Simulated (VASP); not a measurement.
Runs of VASP 6.6.1 on ScAl. The structure is that of space group Pm-3m (No. 221), or close to it. The cells are those of the table. 

| task | cell | k mesh | cutoff (eV) | smearing | gap on the mesh (eV) | pressure (GPa) |
| --- | --- | --- | --- | --- | --- | --- |
| single point | a = 3.193 Å, 2 atoms | 14 × 14 × 14 | 520 | gaussian 0.1 eV | none | 15.2 |
| relaxation of cell and atoms | relaxed from a = 3.348 Å, 2 atoms | 12 × 12 × 12 | 600 | fermi-dirac 0.15 eV | none | 0.0 |
| single point | a = 3.344 Å, 2 atoms | 12 × 12 × 12 | 520 | gaussian 0.1 eV | none | 0.1 |
| single point | a = 3.390 Å, 2 atoms | 12 × 12 × 12 | 520 | gaussian 0.1 eV | none | -2.9 |
| single point | a = 3.410 Å, 2 atoms | 12 × 12 × 12 | 520 | gaussian 0.1 eV | none | (a) |

Alike in all rows: level PBEsol; potentials or basis VASP PAW PBE potentials, release 64 (Sc_sv, Al); no spin polarisation.

Problem. Fill in the values left out.

Solution. (a) -4.1.

Caveats: the PAW data sets were made with another functional, which shifts forces and pressure a little.

A gap of «none» marks levels without a gap at the run's occupations.
